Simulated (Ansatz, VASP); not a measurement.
## Two plane-wave programs on Ca3AsP

The input INCAR:

```
SYSTEM = Ca3AsP
ALGO = Normal
EDIFF = 1E-6
ENCUT = 500
GGA = PE
GGA_COMPAT = .False.
ISIF = 2
ISMEAR = 0
LASPH = .True.
LCHARG = .False.
LREAL = .False.
LWAVE = .False.
NBANDS = 28
NELM = 120
PREC = Accurate
SIGMA = 0.1
```

File KPOINTS:

```
k-points
0
Gamma
  4 4 4
  0 0 0
```

Contents of POSCAR:

```
Ca3AsP
1.0
    5.3338990000      0.0000000000      0.0000000000
    0.0000000000      5.3338990000      0.0000000000
    0.0000000000      0.0000000000      5.3338990000
Ca P As
3 1 1
Direct
    0.0000000000      0.5000000000      0.5000000000
    0.5000000000      0.0000000000      0.5000000000
    0.5000000000      0.5000000000      0.0000000000
    0.5000000000      0.5000000000      0.5000000000
    0.0000000000      0.0000000000      0.0000000000
```

Input for Ansatz:

```yaml
crystal:
  lattice:
    - [5.333899, 0.0, 0.0]
    - [0.0, 5.333899, 0.0]
    - [0.0, 0.0, 5.333899]
  atoms:
    - { symbol: Ca, position: [0.0, 0.5, 0.5] }
    - { symbol: Ca, position: [0.5, 0.0, 0.5] }
    - { symbol: Ca, position: [0.5, 0.5, 0.0] }
    - { symbol: P, position: [0.5, 0.5, 0.5] }
    - { symbol: As, position: [0.0, 0.0, 0.0] }
basis:
  ecutwfc: 420
  precision: f64
kpoints:
  mp_grid: { grid: [4, 4, 4] }
hamiltonian:
  xc: pbe
scf:
  occupations: { method: gaussian, width: 0.1 }
  max_iter: 80
  convergence: { dr2_threshold: "1e-9 eV" }
output:
  forces: true
  stress: true
  eigenvalues: true
```

Alike in both runs: task single point; functional PBE; k mesh 4 × 4 × 4; occupations gaussian, width 0.1 eV; no spin polarisation.

|  | VASP | Ansatz |
| --- | --- | --- |
| version | VASP 6.6.1 | Ansatz 0.2.0 |
| potentials or method | VASP PAW PBE potentials, release 64 (Ca_sv, P, As), cutoff 500 eV | scalar-relativistic, plane waves, PAW |
| valence electrons in the cell | 40 | 50 |

```tsv
	VASP	Ansatz	Ansatz less VASP
gap on the k mesh at the Fermi level (eV)	0.18	0.19	+0.005
least direct gap on the mesh (eV)	0.18	0.19	+0.005
pressure (GPa)	0.0	-0.1	-0.11
```

VASP's potentials hold 40 valence electrons a cell and Ansatz's 50, so a difference there can come from the potentials and not from the codes. Ansatz's warnings: stress scf threshold loose.
